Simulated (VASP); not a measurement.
Wanted: the native input for a VASP 6.6.1 run.

```yaml
Task: single point
Functional: PBE
Potentials_or_basis: VASP PAW PBE potentials, release 64 (Li_sv, S)
Cutoff: 750 eV
k_mesh: 4 × 4 × 4
Occupations: gaussian, width 0.01 eV
Spin: no spin polarisation
Dipole_correction: no
Further_INCAR_settings: ALGO = Normal; EDIFF = 1e-06; NBANDS = 13
```

The structure of Li2S lies in POSCAR:

```
Li2S
1.0
    0.0000000000      2.7970597709      2.7970597709
    2.7970597709      0.0000000000      2.7970597709
    2.7970597709      2.7970597709      0.0000000000
Li S
2 1
Direct
    0.2500000000      0.2500000000      0.2500000000
    0.7500000000      0.7500000000      0.7500000000
    0.0000000000      0.0000000000      0.0000000000
```

This cell differs from its parent crystal: volume changed by -5%.

These files were run (other wordings do the same):

INCAR

```
  PREC = Accurate
  ENCUT = 750
  EDIFF = 1E-6
  ISMEAR = 0
  SIGMA = 0.01
  LREAL = F
  LASPH = T
  NELM = 120
  ALGO = Normal
  ISIF = 2
  LWAVE = F
  LCHARG = F
  GGA = PE
  NBANDS = 13
  GGA_COMPAT = F
```

KPOINTS

```
regular mesh
0
Gamma
  4 4 4
```

Potentials or basis: VASP PAW PBE potentials, release 64 (Li_sv, S).

Command:

```sh
$ cat potpaw_PBE.64/Li_sv/POTCAR potpaw_PBE.64/S/POTCAR > POTCAR
$ mpirun -np 1 vasp_std > vasp.out
```

It gave:

| Property | Result |
| --- | --- |
| Pressure | 2.6 GPa |
| Band gap on the k mesh | 3.35 eV, indirect (least direct gap 4.55 eV) |

Caveat: the k points lie up to 0.49 Å⁻¹ apart.

Wall time 13 s on 1 thread of AMD EPYC 9R45 (Zen 5), with other jobs on the host, peak memory 0.16 GiB.
